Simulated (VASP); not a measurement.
# ZrB2 (P6/mmm) in VASP: vibrations by perturbation theory with LDA

Aim: the vibrations by perturbation theory of ZrB2 with LDA.

All numbers are computed with VASP 6.6.1; they aren't measurements. Logs are shortened: lines on timing, memory, paths and dates and some standing lists are left out, and cuts for length are marked.

**1. The cell of the first run**

Symmetry: P6/mmm, No. 191, hexagonal system. The conventional cell has a = 3.133 Å, b = 3.133 Å, c = 3.489 Å, α = 90.00°, β = 90.00°, γ = 120.00°. Within 3.3 Å of Zr (site symmetry 6/mmm) lie 12 B at 2.51 Å and 6 Zr at 3.13 Å. Within 2.4 Å of B (site symmetry -6m2) lie 3 B at 1.81 Å.

**2. Vibrations by perturbation theory, LDA**

File INCAR:

```
SYSTEM = ZrB2
  ALGO = Normal
  EDIFF = 1E-8
  ENCUT = 520
  GGA = CA
  IBRION = 8
  ISIF = 2
  ISMEAR = -1
  LASPH = .TRUE.
  LCHARG = .FALSE.
  LREAL = .FALSE.
  LWAVE = .FALSE.
  NBANDS = 16
  NELM = 100
  NSW = 1
  PREC = Accurate
  SIGMA = 0.15
```

File KPOINTS:

```
k-points
0
G
  15 15 12
  0 0 0
```

File POSCAR:

```
ZrB2
1.0
    3.1333332381      0.0000000000      0.0000000000
   -1.5666666191      2.7135461827      0.0000000000
    0.0000000000      0.0000000000      3.4890133197
Zr B
1 2
Direct
    0.0000000000      0.0000000000      0.0000000000
    0.3333333333      0.6666666667      0.5000000000
    0.6666666667      0.3333333333      0.5000000000
```

Potentials or basis: VASP PAW LDA potentials, release 64 (Zr_sv, B).

Run with:

```
$ cat potpaw_LDA.64/Zr_sv/POTCAR potpaw_LDA.64/B/POTCAR > POTCAR
$ mpirun -np 1 vasp_std > vasp.out
```

OUTCAR:

```text
SYSTEM = ZrB2
   EDIFF = 1E-8
   ENCUT = 520
   GGA = CA
   IBRION = 8
   ISIF = 2
   ISMEAR = -1
   LASPH = .TRUE.
   LREAL = .FALSE.
   NELM = 100
   NSW = 1
   PREC = Accurate

 ion  position               nearest neighbor table
   1  0.000  0.000  0.000-   2 2.51   3 2.51   2 2.51   3 2.51   3 2.51   3 2.51   2 2.51   2 2.51
                             3 2.51   3 2.51   2 2.51   2 2.51
   2  0.333  0.667  0.500-   3 1.81   3 1.81   3 1.81   1 2.51   1 2.51   1 2.51   1 2.51   1 2.51
                             1 2.51
   3  0.667  0.333  0.500-   2 1.81   2 1.81   2 1.81   1 2.51   1 2.51   1 2.51   1 2.51   1 2.51
                             1 2.51

  LATTYP: Found a hexagonal cell.
 ALAT       =     3.1333332381
 C/A-ratio  =     1.1135149231

  Lattice vectors:

 A1 = (   3.1333332381,   0.0000000000,   0.0000000000)
 A2 = (  -1.5666666191,   2.7135461827,   0.0000000000)
 A3 = (   0.0000000000,   0.0000000000,   3.4890133197)

Analysis of symmetry for initial positions (statically):
=====================================================================
 Subroutine PRICEL returns:
 Original cell was already a primitive cell.

 Routine SETGRP: Setting up the symmetry group for a
 hexagonal supercell.

 Subroutine GETGRP returns: Found 24 space group operations
 (whereof 24 operations were pure point group operations)
 out of a pool of 24 trial point group operations.

The static configuration has the point symmetry D_6h.

Analysis of symmetry for dynamics (positions and initial velocities):
=====================================================================
 Subroutine PRICEL returns:
 Original cell was already a primitive cell.

 Routine SETGRP: Setting up the symmetry group for a
 hexagonal supercell.

 Subroutine GETGRP returns: Found 24 space group operations
 (whereof 24 operations were pure point group operations)
 out of a pool of 24 trial point group operations.

The dynamic configuration has the point symmetry D_6h.

 Subroutine INISYM returns: Found 24 space group operations
 (whereof 24 operations are pure point group operations),
 and found     1 'primitive' translations

----------------------------------------------------------------------------------------

                                     Primitive cell

  volume of cell :      29.6651

  direct lattice vectors                    reciprocal lattice vectors
     3.133333238  0.000000000  0.000000000     0.319148946  0.184260730  0.000000000
    -1.566666619  2.713546183  0.000000000     0.000000000  0.368521460  0.000000000
     0.000000000  0.000000000  3.489013320     0.000000000  0.000000000  0.286613982

  length of vectors
     3.133333238  3.133333238  3.489013320     0.368521460  0.368521460  0.286613982

  position of ions in fractional coordinates (direct lattice)
     0.000000000  0.000000000  0.000000000
     0.333333333  0.666666667  0.500000000
     0.666666667  0.333333333  0.500000000

  ion indices of the primitive-cell ions
   primitive index   ion index
                 1           1
                 2           2
                 3           3

----------------------------------------------------------------------------------------

 KPOINTS: k-points

Automatic generation of k-mesh.
[... 101 lines left out ...]
 NGX is ok and might be reduce to    24
   NGX = 11   NGY = 11   NGZ = 13

--------------------------------------- Ionic step        1  -------------------------------------------

 number of electron      18.0000000 magnetization

 Free energy of the ion-electron system (eV)
  ---------------------------------------------------
  ext. energy  EPLUGINS =         0.00000000
  ---------------------------------------------------
  free energy    TOTEN  =       -27.49162242 eV

  energy without entropy =      -27.47082096  energy(sigma->0) =      -27.48122169

 E-fermi :  10.8415     XC(G=0): -12.7536

 val. band max:       10.8265777673   @ k =   0.0667   0.0667   0.4167
 cond. band min:      10.8657163716   @ k =   0.4000   0.1333   0.0000
 fundamental gap:      0.0391386043
 Fermi energy:        10.8414590983

 k-point     1 :       0.0000    0.0000    0.0000
  band No.  band energies     occupation
      1     -37.3633      2.00000
      2     -15.7292      2.00000
      3     -15.1073      2.00000
      4     -15.1073      2.00000
      5      -1.8552      2.00000
      6       8.1647      2.00000
[... 433 lines left out ...]
      3     -15.5954      2.00000
      4     -15.5111      2.00000
      5       2.5000      2.00000
      6       2.7682      2.00000
[... 8 lines left out ...]
     15      20.6809      0.00000
     16      20.9063      0.00000

 [... further k-points ...]

------------------------ aborting loop because EDIFF is reached ----------------------------------------

  FORCE on cell =-STRESS in cart. coord.  units (eV):
  Direction    XX          YY          ZZ          XY          YZ          ZX
  --------------------------------------------------------------------------------------
  -------------------------------------------------------------------------------------
  Total        0.0824826      0.0824826      0.0873143     -0.0000000     -0.0000000      0.0000000
  in kB        4.4547798      4.4547798      4.7157390     -0.0000000     -0.0000000      0.0000000
  external PRESSURE =       4.5417662 kB  Pullay stress =       0.0000000 kB

 VOLUME and BASIS-vectors are now :
 -----------------------------------------------------------------------------
  energy-cutoff  :      520.00
  volume of cell :       29.67
      direct lattice vectors                 reciprocal lattice vectors
     3.133333238  0.000000000  0.000000000     0.319148946  0.184260730  0.000000000
    -1.566666619  2.713546183  0.000000000     0.000000000  0.368521460  0.000000000
     0.000000000  0.000000000  3.489013320     0.000000000  0.000000000  0.286613982

 POSITION                                       TOTAL-FORCE (eV/Angst)
 -----------------------------------------------------------------------------------
      0.00000      0.00000      0.00000         0.000000      0.000000      0.000000
     -0.00000      1.80903      1.74451         0.000000     -0.000000      0.000000
      1.56667      0.90452      1.74451        -0.000000      0.000000      0.000000
 -----------------------------------------------------------------------------------
    total drift:                               -0.000000      0.000000      0.000000

  FREE ENERGIE OF THE ION-ELECTRON SYSTEM (eV)
  ---------------------------------------------------
  free  energy   TOTEN  =       -27.4916224235 eV

  energy  without entropy=      -27.4708209558  energy(sigma->0) =      -27.48122169

[... ionic steps 2 to 3 ...]

--------------------------------------- Ionic step        4  -------------------------------------------

------------------------ aborting loop because EDIFF is reached ----------------------------------------
[... 11 lines left out ...]
[... ionic steps 8 to 8 ...]

--------------------------------------- Ionic step        9  -------------------------------------------

 Free energy of the ion-electron system (eV)
  ---------------------------------------------------
  ---------------------------------------------------
  free energy    TOTEN  =        -0.04572433 eV

  energy without entropy =       -0.04572433

------------------------ aborting loop because EDIFF is reached ----------------------------------------

 INTERNAL STRAIN TENSOR  FOR ION    2  DIRECTION 3   (eV/Angst):
 -----------------------------------------------------------------------------
    -0.00330 -0.00000  0.00000
     0.00000 -0.00330 -0.00000
     0.00000 -0.00000  0.00245

 INTERNAL STRAIN TENSOR FOR ION    3 for displacements in x,y,z  (eV/Angst):
          X           Y           Z          XY          YZ          ZX
  --------------------------------------------------------------------------------
  x     0.00000    -0.00000    -0.00000    -1.72591     0.00000     0.00000
  y    -1.72591     1.72591     0.00000    -0.00000     0.00000     0.00000
  z     0.00000     0.00000     0.00000    -0.00000     0.00000     0.00000

 SECOND DERIVATIVES (NOT SYMMETRIZED)
 ------------------------------------
               1X          1Y          1Z          2X          2Y          2Z          3X          3Y          3Z
  1X   -14.143711    0.000000    0.000000    7.071856   -0.000000    0.000000    7.071856   -0.000000    0.000000
  1Y     0.000000  -14.143711    0.000000   -0.000000    7.071856    0.000000   -0.000000    7.071856    0.000000
  1Z     0.000000   -0.000000  -15.426229    0.000000    0.000000    7.713115    0.000000    0.000000    7.713115
  2X     7.043821   -0.000000    0.000000  -16.081966    0.000000    0.000000    9.038146   -0.000000    0.000000
  2Y    -0.000000    7.043821    0.000000    0.000000  -16.081966    0.000000   -0.000000    9.038146    0.000000
  2Z     0.000000    0.000000    7.702767   -0.000000   -0.000000  -10.494346   -0.000000    0.000000    2.791579
  3X     7.043821   -0.000000    0.000000    9.038146   -0.000000    0.000000  -16.081966    0.000000    0.000000
  3Y    -0.000000    7.043821    0.000000   -0.000000    9.038146    0.000000    0.000000  -16.081966    0.000000
  3Z     0.000000    0.000000    7.702767   -0.000000    0.000000    2.791579   -0.000000   -0.000000  -10.494346

 Eigenvectors and eigenvalues of the dynamical matrix
 ----------------------------------------------------

   1 f  =   23.830249 THz   149.729870 2PiTHz  794.891543 cm-1    98.553946 meV
             X         Y         Z           dx          dy          dz
      0.000000  0.000000  0.000000     0.000000   -0.000000   -0.000000
     -0.000000  1.809031  1.744507    -0.573963    0.412998   -0.000000
      1.566667  0.904515  1.744507     0.573963   -0.412998    0.000000
[... 43 lines left out ...]
   9 f/i=    0.010988 THz     0.069041 2PiTHz    0.366527 cm-1     0.045444 meV
             X         Y         Z           dx          dy          dz
      0.000000  0.000000  0.000000    -0.707693    0.554029   -0.000000
     -0.000000  1.809031  1.744507    -0.244110    0.191106   -0.000000
      1.566667  0.904515  1.744507    -0.244110    0.191106   -0.000000

--------------------------------------------------------------------------------------------------------

 ELASTIC MODULI CONTR FROM IONIC RELAXATION (kBar)
 Direction    XX          YY          ZZ          XY          YZ          ZX
 --------------------------------------------------------------------------------
 XX         -12.8089     12.8089      0.0000      0.0000      0.0000     -0.0000
 YY          12.8089    -12.8089     -0.0000      0.0000      0.0000      0.0000
 ZZ           0.0000     -0.0000     -0.0000     -0.0000      0.0000      0.0000
 XY           0.0000      0.0000     -0.0000    -12.8089      0.0000      0.0000
 YZ           0.0000      0.0000      0.0000      0.0000      0.0000      0.0000
 ZX          -0.0000      0.0000      0.0000      0.0000      0.0000     -0.0000
 --------------------------------------------------------------------------------
```

Run time: 25 min. Hardware: 1 thread of AMD EPYC 7R13, shared host; peak memory 0.8 GiB.

Results:

| Item | Value |
| --- | --- |
| Highest phonon frequency at Γ | 795 cm⁻¹ |

Phonon frequencies in cm⁻¹ (negative: imaginary):
```csv
q point,frequencies
"(0.000, 0.000, 0.000)",0 0 0 468 468 490 578 795 795
```
